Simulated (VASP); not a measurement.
Input of a VASP 6.6.1 run:

File INCAR:

```
SYSTEM = WS2
PREC = Accurate ; ENCUT = 520
EDIFF = 1E-6 ; ISMEAR = 0
SIGMA = 0.02 ; LREAL = .FALSE.
LASPH = .TRUE. ; NELM = 100
ALGO = Normal ; ISIF = 2
LWAVE = .FALSE. ; LCHARG = .TRUE.
GGA = PS ; LELF = .TRUE.
LVHAR = .TRUE. ; NBANDS = 35
```

Contents of KPOINTS:

```
regular mesh
0
G
  12 12 2
  0 0 0
```

File POSCAR:

```
WS2
1.0
    3.1460836903      0.0000000000      0.0000000000
   -1.5730418452      2.7245883983      0.0000000000
    0.0000000000      0.0000000000     11.9423297481
W S
2 4
Direct
    0.3333333333      0.6666666667      0.2500000000
    0.6666666667      0.3333333333      0.7500000000
    0.3333333333      0.6666666667      0.6191529273
    0.6666666667      0.3333333333      0.1191529273
    0.3333333333      0.6666666667      0.8808470727
    0.6666666667      0.3333333333      0.3808470727
```

Potentials or basis: VASP PAW PBE potentials, release 64 (W_sv, S).

Launch:

```console
$ cat potpaw_PBE.64/W_sv/POTCAR potpaw_PBE.64/S/POTCAR > POTCAR
$ mpirun -np 1 vasp_std > vasp.out
```

Q: Predict the pressure.

A: 1.4 GPa.

Q: Predict the largest force.

A: 0.023 eV/Å.

Q: Estimate the band gap on the k mesh.

A: 0.78 eV, indirect (least direct gap 1.80 eV).

Stress tensor (GPa, compression positive):
```
0.66 0.00 0.00
0.00 0.66 0.00
0.00 0.00 2.90
```

Caveat: the cell differs from its parent crystal (strain along c alone, the other axes held: -6.0 %, then relaxed in part); the PAW data sets were made with another functional, which shifts forces and pressure a little; spin-orbit coupling is left out, which moves the levels of the heavy elements. A k mesh can miss the band edges.
